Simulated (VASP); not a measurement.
Here is a VASP 6.6.1 calculation.

INCAR

```
SYSTEM = ErB
PREC = Accurate
ENCUT = 500
EDIFF = 1E-6
ISMEAR = 1
SIGMA = 0.1
LREAL = .False.
LASPH = .True.
NELM = 200
ALGO = Normal
ISIF = 2
LWAVE = .False.
LCHARG = .False.
GGA = PE
NBANDS = 13
GGA_COMPAT = .False.
LMAXMIX = 6
```

Contents of KPOINTS:

```
regular mesh
0
Gamma
  18 18 18
  0 0 0
```

Contents of POSCAR:

```
ErB
1.0
    3.1689368534      0.0000000000      0.0000000000
    0.0000000000      3.1689368534      0.0000000000
    0.0000000000      0.0000000000      3.1686992105
Er B
1 1
Direct
    0.0000000000      0.0000000000      0.0000000000
    0.5000000000      0.5000000000      0.5000000000
```

Potentials or basis: VASP PAW PBE potentials, release 64 (Er_3, B), 4f in core.

The run is started by

```bash
$ cat potpaw_PBE.64/Er_3/POTCAR potpaw_PBE.64/B/POTCAR > POTCAR
$ mpirun -np 1 vasp_std > vasp.out
```

**Question.** Estimate the pressure.

**Answer.** 0.4 GPa.

**Question.** What does it give for the band gap on the k mesh?

**Answer.** Zero (bands 6 and 7 overlap by 3.79 eV).

Caveat: spin-orbit coupling is left out, which moves the levels of the heavy elements; the 4f electrons are frozen in the core, so they carry no moment and show no levels. Spin polarisation is off, so any magnetic state and its effect on volume and gap are missing.
